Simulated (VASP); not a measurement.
# Al (Fm-3m) in VASP: further runs

Al is run at these levels: PBE; tasks: single point.

Everything below comes from runs of VASP 6.6.1. Logs are shortened: lines on timing, memory, paths and dates and some standing lists are left out, and cuts for length are marked.

### Step 1. The cell of the first run

It takes space group Fm-3m (No. 225, cubic). The conventional cell has a = 3.204 Å, b = 3.204 Å, c = 3.204 Å, α = 90.00°, β = 90.00°, γ = 90.00°. Al (site symmetry m-3m) has 12 Al at 2.27 Å within 3.0 Å.

### Step 2. Single point, PBE (volume scaled by 0.499, to set the pressure)

Contents of INCAR:

```
SYSTEM = Al
PREC = Accurate
ENCUT = 520
EDIFF = 1E-7
ISMEAR = -1
SIGMA = 0.08
LREAL = .FALSE.
LASPH = .TRUE.
NELM = 80
ALGO = Normal
ISIF = 2
LWAVE = .FALSE.
LCHARG = .FALSE.
GGA = PE
NBANDS = 8
```

Contents of KPOINTS:

```
Automatic mesh
0
G
  20 20 20
  0 0 0
```

Contents of POSCAR:

```
Al
1.0
    0.0000000000      1.6021790622      1.6021790622
    1.6021790622      0.0000000000      1.6021790622
    1.6021790622      1.6021790622      0.0000000000
Al
1
Direct
    0.0000000000      0.0000000000      0.0000000000
```

Potentials or basis: VASP PAW PBE potentials, release 64 (Al).

Command:

```console
$ cat potpaw_PBE.64/Al/POTCAR > POTCAR
$ mpirun -np 1 vasp_std > vasp.out
```

OUTCAR:

```text
SYSTEM = Al
   PREC = Accurate
   ENCUT = 520
   EDIFF = 1E-7
   ISMEAR = -1
   LREAL = .FALSE.
   LASPH = .TRUE.
   NELM = 80
   ISIF = 2
   GGA = PE

 ion  position               nearest neighbor table
   1  0.000  0.000  0.000-

  LATTYP: Found a face centered cubic cell.
 ALAT       =     3.2043581244

  Lattice vectors:

 A1 = (   0.0000000000,   1.6021790622,   1.6021790622)
 A2 = (   1.6021790622,   0.0000000000,   1.6021790622)
 A3 = (   1.6021790622,   1.6021790622,   0.0000000000)

Analysis of symmetry for initial positions (statically):
=====================================================================
 Subroutine PRICEL returns:
 Original cell was already a primitive cell.

 Routine SETGRP: Setting up the symmetry group for a
 face centered cubic supercell.

 Subroutine GETGRP returns: Found 48 space group operations
 (whereof 48 operations were pure point group operations)
 out of a pool of 48 trial point group operations.

The static configuration has the point symmetry O_h .

Analysis of symmetry for dynamics (positions and initial velocities):
=====================================================================
 Subroutine PRICEL returns:
 Original cell was already a primitive cell.

 Routine SETGRP: Setting up the symmetry group for a
 face centered cubic supercell.

 Subroutine GETGRP returns: Found 48 space group operations
 (whereof 48 operations were pure point group operations)
 out of a pool of 48 trial point group operations.

The dynamic configuration has the point symmetry O_h .

 Subroutine INISYM returns: Found 48 space group operations
 (whereof 48 operations are pure point group operations),
 and found     1 'primitive' translations

----------------------------------------------------------------------------------------

                                     Primitive cell

  volume of cell :       8.2255

  direct lattice vectors                    reciprocal lattice vectors
     0.000000000  1.602179062  1.602179062    -0.312074981  0.312074981  0.312074981
     1.602179062  0.000000000  1.602179062     0.312074981 -0.312074981  0.312074981
     1.602179062  1.602179062  0.000000000     0.312074981  0.312074981 -0.312074981

  length of vectors
     2.265823359  2.265823359  2.265823359     0.540529722  0.540529722  0.540529722

  position of ions in fractional coordinates (direct lattice)
     0.000000000  0.000000000  0.000000000

  ion indices of the primitive-cell ions
   primitive index   ion index
                 1           1

----------------------------------------------------------------------------------------

 KPOINTS: Automatic mesh

Automatic generation of k-mesh.
 Grid dimensions read from file:
 generate k-points for:   20   20   20

 Generating k-lattice:

  Cartesian coordinates                     Fractional coordinates (reciprocal lattice)
    -0.015603749  0.015603749  0.015603749     0.050000000  0.000000000  0.000000000
     0.015603749 -0.015603749  0.015603749     0.000000000  0.050000000  0.000000000
     0.015603749  0.015603749 -0.015603749     0.000000000  0.000000000  0.050000000

  Length of vectors
     0.027026486  0.027026486  0.027026486

  Shift w.r.t. Gamma in fractional coordinates (k-lattice)
     0.000000000  0.000000000  0.000000000

 Subroutine IBZKPT returns following result:
 ===========================================

 Found    256 irreducible k-points:

 Following reciprocal coordinates:
            Coordinates               Weight
  0.000000  0.000000  0.000000      1.000000
  0.050000  0.000000  0.000000      8.000000
  0.100000  0.000000  0.000000      8.000000
  0.150000  0.000000  0.000000      8.000000
  0.200000  0.000000  0.000000      8.000000
  0.250000  0.000000  0.000000      8.000000
[... 16 lines left out ...]
 -0.400000  0.050000  0.000000     24.000000
 -0.350000  0.050000  0.000000     24.000000
 [... further k-points ...]
   k-points           NKPTS =    256   k-points in BZ     NKDIM =    256   number of bands    NBANDS=      8
   number of dos      NEDOS =    301   number of ions     NIONS =      1
   total plane-waves  NPLWV =   5832
   dimension x,y,z NGX =    18 NGY =   18 NGZ =   18
   dimension x,y,z NGXF=    36 NGYF=   36 NGZF=   36
   ions per type =               1
   NGX,Y,Z   is equivalent  to a cutoff of  13.21, 13.21, 13.21 a.u.
   NGXF,Y,Z  is equivalent  to a cutoff of  26.41, 26.41, 26.41 a.u.
 SYSTEM =  Al
   PREC   = accura    normal or accurate (medium, high low for compatibility)
   ISTART =      0    job   : 0-new  1-cont  2-samecut
   ICHARG =      2    charge: 1-file 2-atom 10-const
   ISPIN  =      1    spin polarized calculation?
   LNONCOLLINEAR =      F non collinear calculations
   LSORBIT =      F    spin-orbit coupling
   LASPH  =      T    aspherical Exc in radial PAW
   ENCUT  =  520.0 eV  38.22 Ry    6.18 a.u.   4.21  4.21  4.21*2*pi/ulx,y,z
   NELM   =     80;   NELMIN=  2; NELMDL= -5     # of ELM steps
   EDIFF  = 0.1E-06   stopping-criterion for ELM
   LREAL  =      F    real-space projection
   EDIFFG = 0.1E-05   stopping-criterion for IOM
   NSW    =      0    number of steps for IOM
   IBRION =     -1    ionic relax: 0-MD 1-quasi-New 2-CG
   NFREE  =      0    steps in history (QN), initial steepest desc. (CG)
   ISIF   =      2    stress and relaxation
   ISYM   =      2    0-nonsym 1-usesym 2-fastsym
   POTIM  = 0.5000    time-step for ionic-motion
   TEBEG  =    0.0;   TEEND  =   0.0 temperature during run
   PSTRESS=    0.0 pullay stress
   NELECT =       3.0000    total number of electrons
   NUPDOWN=      -1.0000    fix difference up-down
   EMIN   =  10.00;   EMAX   =-10.00  energy-range for DOS
   EFERMI =   0.00;   METHOD = LEGACY
   ISMEAR =    -1;   SIGMA  =   0.08  broadening in eV -4-tet -1-fermi 0-gaus
   EFERMI_NEDOS =   21; number of points for ismear=-14 and -15
   IALGO  =     38    algorithm
   IMIX   =      4    mixing-type and parameters
     AMIX     =   0.40;   BMIX     =  1.00
     AMIX_MAG =   1.60;   BMIX_MAG =  1.00
  volume/ion in A,a.u.               =       8.23        55.51
  Fermi-wavevector in a.u.,A,eV,Ry     =   1.169663  2.210343 18.614297  1.368112
  Thomas-Fermi vector in A             =   2.306133
   LORBIT       =      0    0 simple, 1 ext, 2 COOP (PROOUT), +10 PAW based schemes
   GGA     = PE    functional components
   LHFCALC =     F    Hartree Fock is set to
   AEXX    =    0.0000 exact exchange contribution
   IVDW    =     0    specifies the selected vdW correction
   LEPSILON=     F    determine dielectric tensor
   LRPA    =     F    only Hartree local field effects (RPA)
 non-spin polarized calculation
  energy-cutoff  :      520.00
  volume of cell :        8.23
 maximum number of plane-waves:       229
 NGX is ok and might be reduce to    18
   NGX =  9   NGY =  9   NGZ =  9

 number of electron       3.0000000 magnetization

 Free energy of the ion-electron system (eV)
  ---------------------------------------------------
  ext. energy  EPLUGINS =         0.00000000
  ---------------------------------------------------
  free energy    TOTEN  =        -0.39338696 eV

  energy without entropy =       -0.38853411  energy(sigma->0) =       -0.39096054

 E-fermi :  17.2768     XC(G=0): -13.0390

 val. band max:       17.2646516460   @ k =  -0.4000   0.4500   0.1500
 cond. band min:      17.2812596881   @ k =  -0.3500   0.4500   0.2000
 fundamental gap:      0.0166080421
 Fermi energy:        17.2768378769

 k-point     1 :       0.0000    0.0000    0.0000
  band No.  band energies     occupation
      1       0.8156      2.00000
      2      34.7621      0.00000
      3      34.7621      0.00000
      4      34.7621      0.00000
      5      40.0666      0.00000
      6      43.1089      0.00000
      7      43.1089      0.00000
      8      43.1089      0.00000

 k-point     2 :       0.0500    0.0000    0.0000
  band No.  band energies     occupation
      1       0.9231      2.00000
      2      33.3815      0.00000
      3      34.7111      0.00000
      4      34.7111      0.00000
      5      40.8840      0.00000
      6      43.0774      0.00000
      7      43.0774      0.00000
      8      43.4306      0.00000

 k-point     3 :       0.1000    0.0000    0.0000
  band No.  band energies     occupation
      1       1.2447      2.00000
      2      30.7815      0.00000
      3      34.5653      0.00000
      4      34.5653      0.00000
      5      41.0377      0.00000
      6      42.8463      0.00000
      7      42.8463      0.00000
      8      45.2464      0.00000

 k-point     4 :       0.1500    0.0000    0.0000
  band No.  band energies     occupation
      1       1.7771      2.00000
      2      27.9777      0.00000
      3      34.3422      0.00000
      4      34.3422      0.00000
      5      40.4408      0.00000
      6      42.2697      0.00000
      7      42.2697      0.00000
      8      46.3155      0.00000

 k-point     5 :       0.2000    0.0000    0.0000
  band No.  band energies     occupation
      1       2.5153      2.00000
      2      25.1965      0.00000
      3      34.0660      0.00000
      4      34.0660      0.00000
      5      39.7548      0.00000
      6      41.5102      0.00000
      7      41.5102      0.00000
      8      47.1883      0.00000
[... 177 lines left out ...]
 k-point    22 :      -0.4500    0.0500    0.0000
  band No.  band energies     occupation
      1       9.4815      2.00000
      2      12.7333      2.00000
      3      31.3572      0.00000
      4      32.7238      0.00000
      5      38.5202      0.00000
      6      39.2461      0.00000
      7      39.6648      0.00000
      8      45.8517      0.00000

 k-point    23 :      -0.4000    0.0500    0.0000
  band No.  band energies     occupation
      1       7.9466      2.00000
      2      14.6362      2.00000
      3      31.2852      0.00000
      4      33.1057      0.00000
      5      38.8007      0.00000
      6      39.0634      0.00000
      7      39.8341      0.00000
      8      46.2413      0.00000

 k-point    24 :      -0.3500    0.0500    0.0000
  band No.  band energies     occupation
      1       6.4428      2.00000
      2      16.8246      1.99301
      3      31.3292      0.00000
      4      33.5888      0.00000
      5      38.9878      0.00000
      6      39.0863      0.00000
      7      40.2119      0.00000
      8      46.8797      0.00000

 [... further k-points ...]

------------------------ aborting loop because EDIFF is reached ----------------------------------------

  FORCE on cell =-STRESS in cart. coord.  units (eV):
  Direction    XX          YY          ZZ          XY          YZ          ZX
  --------------------------------------------------------------------------------------
  -------------------------------------------------------------------------------------
  Total       12.0468425     12.0468425     12.0468425      0.0000000      0.0000000      0.0000000
  in kB     2346.5005749   2346.5005749   2346.5005749      0.0000000      0.0000000      0.0000000
  external PRESSURE =    2346.5005749 kB  Pullay stress =       0.0000000 kB

 VOLUME and BASIS-vectors are now :
 -----------------------------------------------------------------------------
  energy-cutoff  :      520.00
  volume of cell :        8.23
      direct lattice vectors                 reciprocal lattice vectors
     0.000000000  1.602179062  1.602179062    -0.312074981  0.312074981  0.312074981
     1.602179062  0.000000000  1.602179062     0.312074981 -0.312074981  0.312074981
     1.602179062  1.602179062  0.000000000     0.312074981  0.312074981 -0.312074981

 POSITION                                       TOTAL-FORCE (eV/Angst)
 -----------------------------------------------------------------------------------
      0.00000      0.00000      0.00000        -0.000000      0.000000      0.000000
 -----------------------------------------------------------------------------------
    total drift:                               -0.000000     -0.000000     -0.000000

  FREE ENERGIE OF THE ION-ELECTRON SYSTEM (eV)
  ---------------------------------------------------
  free  energy   TOTEN  =        -0.3933869633 eV

  energy  without entropy=       -0.3885341128  energy(sigma->0) =       -0.39096054
```

Wall time 21 s (1 thread of AMD EPYC 7R13, shared host); peak memory 0.09 GiB.

What came out:

```yaml
Free_energy: -0.3934 eV
Pressure: 234.7 GPa
```

Caveat: the cell differs from its parent crystal (volume scaled by 0.499, to set the pressure).

(Continued in part 2 of 2.)
